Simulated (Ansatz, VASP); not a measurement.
## Two plane-wave programs on KMgF3

The input POSCAR:

```
KMgF3
1.0
    3.9802355502      0.0000000000      0.0000000000
    0.0000000000      3.9802355502      0.0000000000
    0.0000000000      0.0000000000      3.9802355502
K Mg F
1 1 3
Direct
    0.5000000000      0.5000000000      0.5000000000
    0.0000000000      0.0000000000      0.0000000000
    0.5000000000      0.0000000000      0.0000000000
    0.0000000000      0.5000000000      0.0000000000
    0.0000000000      0.0000000000      0.5000000000
```

Contents of INCAR.step1:

```
SYSTEM = KMgF3
  PREC = Accurate
  ENCUT = 520
  EDIFF = 1E-5
  ISMEAR = 0
  SIGMA = 0.01
  LREAL = .False.
  LASPH = .True.
  NELM = 80
  ALGO = Normal
  ISIF = 2
  LWAVE = .True.
  LCHARG = .False.
  GGA = PE
  NBANDS = 24
```

File INCAR.step2:

```
SYSTEM = KMgF3
  PREC = Accurate
  ENCUT = 520
  EDIFF = 1E-6
  ISMEAR = 0
  SIGMA = 0.01
  LREAL = .False.
  LASPH = .True.
  NELM = 80
  ALGO = Normal
  ISIF = 2
  LWAVE = .False.
  LCHARG = .False.
  GGA = PE
  LHFCALC = .True.
  HFSCREEN = 0.2079
  PRECFOCK = Fast
  ISTART = 1
  NBANDS = 24
```

KPOINTS

```
Automatic mesh
0
Gamma
  4 4 4
  0 0 0
```

Input for Ansatz:

```yaml
crystal:
  lattice:
    - [3.9802355502, 0.0, 0.0]
    - [0.0, 3.9802355502, 0.0]
    - [0.0, 0.0, 3.9802355502]
  atoms:
    - { symbol: K, position: [0.5, 0.5, 0.5] }
    - { symbol: Mg, position: [0.0, 0.0, 0.0] }
    - { symbol: F, position: [0.5, 0.0, 0.0] }
    - { symbol: F, position: [0.0, 0.5, 0.0] }
    - { symbol: F, position: [0.0, 0.0, 0.5] }
kpoints:
  mp_grid: { grid: [4, 4, 4] }
  band_path:
    path: [[0.0, 0.0, 0.0], [0.0, 0.5, 0.0], [0.5, 0.5, 0.0], [0.5, 0.5, 0.5]]
    npoints: 1
hamiltonian:
  xc: hse06
scf:
  occupations: { method: fixed }
  n_extra_bands: 5
output:
  forces: true
  stress: true
  eigenvalues: true
```

Alike in both runs: task single point; functional HSE06; k mesh 4 × 4 × 4; no spin polarisation.

```csv
,VASP,Ansatz
version,VASP 6.6.1,Ansatz 0.2.0
potentials or method,"VASP PAW PBE potentials, release 64 (K_sv, Mg, F)","plane waves, PAW"
plane-wave cutoff (eV),520,420
occupations,"gaussian, width 0.01 eV",fixed
valence electrons in the cell,32,40
```

Ansatz gave:

- gap on the k mesh at the Fermi level (eV): 9.61
- pressure (GPa): 1.4

Q: What did VASP give for the same quantities?

A: gap on the k mesh at the Fermi level (eV): 9.57; pressure (GPa): 1.3.

VASP's potentials hold 32 valence electrons a cell and Ansatz's 40, so a difference there can come from the potentials and not from the codes. Ansatz's warnings: stress exchange threshold loose, stress scf threshold loose.
